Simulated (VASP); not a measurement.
Al:

```
Al
1.0
     2.82708    0.00000    0.00000
    -1.41354    2.44832    0.00000
     0.00000    0.00000    9.18599
Al
4
Direct
  0.00000 0.00000 0.00000
  0.33333 0.66667 0.25000
  0.00000 0.00000 0.50000
  0.66667 0.33333 0.75000
```

* Program: VASP 6.6.1
* Task: relaxation of cell and atoms
* Functional: LDA
* Potentials or basis: VASP PAW LDA potentials, release 64 (Al)
* Cutoff: 600 eV
* k mesh: 9 × 9 × 3
* Occupations: fermi-dirac, width 0.1 eV
* Spin: no spin polarisation

At the start: pressure -0.3 GPa; volume 15.90 Å³/atom.

Q: How do energy, volume and symmetry change on relaxing?

A: Over 5 steps the energy falls by 2.1 meV/atom and the volume is 15.87 Å³/atom (-0.2 %); space group P6_3/mmc (No. 194, to 0.05 Å).

The path:
| step | energy change (eV) | largest force (eV/Å) | pressure (GPa) | volume (Å³) |
| --- | --- | --- | --- | --- |
| 1 | 0.0000 | 0.0000 | -0.25 | 63.58 |
| 2 | -0.0075 | 0.0000 | 0.08 | 63.35 |
| 3 | -0.0082 | 0.0000 | 0.21 | 63.26 |
| 4 | -0.0082 | 0.0000 | 0.23 | 63.25 |
| 5 | -0.0084 | 0.0000 | -0.05 | 63.47 |

Final structure:
```cif
data_structure
_symmetry_space_group_name_H-M 'P 1'
_symmetry_Int_Tables_number 1
_cell_length_a 2.8067
_cell_length_b 2.8067
_cell_length_c 9.3030
_cell_angle_alpha 90.000
_cell_angle_beta 90.000
_cell_angle_gamma 120.000
_cell_volume 63.47
loop_
_atom_site_label
_atom_site_type_symbol
_atom_site_fract_x
_atom_site_fract_y
_atom_site_fract_z
_atom_site_occupancy
Al1 Al 0.00000 0.00000 0.00000 1
Al2 Al 0.33333 0.66667 0.25000 1
Al3 Al 0.00000 0.00000 0.50000 1
Al4 Al 0.66667 0.33333 0.75000 1
```
